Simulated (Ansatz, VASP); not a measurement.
**Two plane-wave programs on CaS**

File POSCAR:

```
CaS
1.0
    0.0000000000      2.8430011916      2.8430011916
    2.8430011916      0.0000000000      2.8430011916
    2.8430011916      2.8430011916      0.0000000000
Ca S
1 1
Direct
    0.5000000000      0.5000000000      0.5000000000
    0.0000000000      0.0000000000      0.0000000000
```

The input INCAR.step1:

```
SYSTEM = CaS
  PREC = Accurate
  ENCUT = 400
  EDIFF = 1E-5
  ISMEAR = 0
  SIGMA = 0.05
  LREAL = .False.
  LASPH = .True.
  NELM = 120
  ALGO = Normal
  ISIF = 2
  LWAVE = .True.
  LCHARG = .False.
  GGA = PE
  NBANDS = 15
  GGA_COMPAT = .False.
```

The input INCAR.step2:

```
SYSTEM = CaS
  PREC = Accurate
  ENCUT = 400
  EDIFF = 1E-6
  ISMEAR = 0
  SIGMA = 0.05
  LREAL = .False.
  LASPH = .True.
  NELM = 120
  ALGO = Normal
  ISIF = 2
  LWAVE = .False.
  LCHARG = .False.
  GGA = PE
  LHFCALC = .True.
  AEXX = 0.1
  HFSCREEN = 0.20787
  PRECFOCK = Normal
  ISTART = 1
  NBANDS = 15
  GGA_COMPAT = .False.
```

KPOINTS

```
regular mesh
0
Gamma
  4 4 4
  0 0 0
```

Input for Ansatz:

```yaml
crystal:
  lattice:
    - [0.0, 2.8430011916, 2.8430011916]
    - [2.8430011916, 0.0, 2.8430011916]
    - [2.8430011916, 2.8430011916, 0.0]
  atoms:
    - { symbol: Ca, position: [0.5, 0.5, 0.5] }
    - { symbol: S, position: [0.0, 0.0, 0.0] }
basis:
  ecutwfc: 420
  ecutrho_ratio: 4
kpoints:
  mp_grid: { grid: [4, 4, 4] }
hamiltonian:
  xc: { preset: hse06, exx: { coeff: 0.1, omega: 0.20787 } }
scf:
  occupations: { method: gaussian, width: 0.05 }
  n_extra_bands: 9
output:
  forces: true
  stress: true
  eigenvalues: true
  populations: true
  dos: { projected: true, de: 0.02 }
```

Alike in both runs: task single point; functional PBE-based screened hybrid with a share of 0.1 of exact exchange and HFSCREEN = 0.20787; k mesh 4 × 4 × 4; occupations gaussian, width 0.05 eV; no spin polarisation.

|  | VASP | Ansatz |
| --- | --- | --- |
| version | VASP 6.6.1 | Ansatz 0.2.0 |
| potentials or method | VASP PAW PBE potentials, release 64 (Ca_sv, S), cutoff 400 eV | scalar-relativistic, plane waves, PAW |
| valence electrons in the cell | 16 | 16 |

VASP gave:

* gap on the k mesh at the Fermi level (eV): 2.75
* least direct gap on the mesh (eV): 3.60
* pressure (GPa): 0.9

**Question.** Which values does Ansatz return?

**Answer.** gap on the k mesh at the Fermi level (eV): 2.76; least direct gap on the mesh (eV): 3.61; pressure (GPa): 0.7.

VASP's potentials were made for PBE, not for PBE-based screened hybrid. Ansatz's warnings: stress exchange threshold loose, stress scf threshold loose.

The k mesh is coarse, so the values compare programs but aren't converged.
